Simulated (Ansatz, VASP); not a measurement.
Two plane-wave programs on Yb

The input INCAR:

```
  PREC = Accurate
  ENCUT = 520
  EDIFF = 1E-6
  ISMEAR = -1
  SIGMA = 0.1
  LREAL = False
  LASPH = True
  NELM = 100
  ALGO = Normal
  ISIF = 2
  LWAVE = False
  LCHARG = False
  GGA = RE
  NBANDS = 18
```

Contents of KPOINTS:

```
regular mesh
0
Gamma
  10 10 10
```

File POSCAR:

```
Yb
1.0
    3.3379703297      0.0000000000      0.0000000000
    0.0000000000      3.3379703297      0.0000000000
    0.0000000000      0.0000000000      3.3379703297
Yb
1
Direct
    0.0000000000      0.0000000000      0.0000000000
```

Input for Ansatz:

```yaml
crystal:
  lattice:
    - [3.3379703297, 0.0, 0.0]
    - [0.0, 3.3379703297, 0.0]
    - [0.0, 0.0, 3.3379703297]
  atoms:
    - { symbol: Yb, position: [0.0, 0.0, 0.0] }
hamiltonian:
  xc: revpbe
  pseudopotentials:
    kind: paw
    azcp:
      Yb: "pseudopotentials/Yb.paw.azcp"
basis:
  ecutwfc: 420
  fft_grid_basis: typed
kpoints:
  mp_grid: { grid: [10, 10, 10], shift: [0, 0, 0] }
magnetization:
  spin_polarized: false
scf:
  occupations: { method: fermi_dirac, width: 0.1 }
  lower_state_search: "off"
output:
  stress: true
```

Alike in both runs: task single point; functional revPBE; k mesh 10 × 10 × 10; occupations fermi-dirac, width 0.1 eV; no spin polarisation.

|  | VASP | Ansatz |
| --- | --- | --- |
| version | VASP 6.6.1 | Ansatz 0.2.0 |
| potentials or method | VASP PAW PBE potentials, release 64 (Yb), cutoff 520 eV | plane waves (420 eV) with PAW, scalar-relativistic |
| valence electrons in the cell | 24 | 24 |

Ansatz gave:

| Item | Value |
| --- | --- |
| pressure (GPa) | 1.6 |

Q: Which values does VASP return?

A: Pressure (GPa): 2.1.

VASP's potentials were made for PBE, not for revPBE.

Spin-orbit coupling is off throughout.
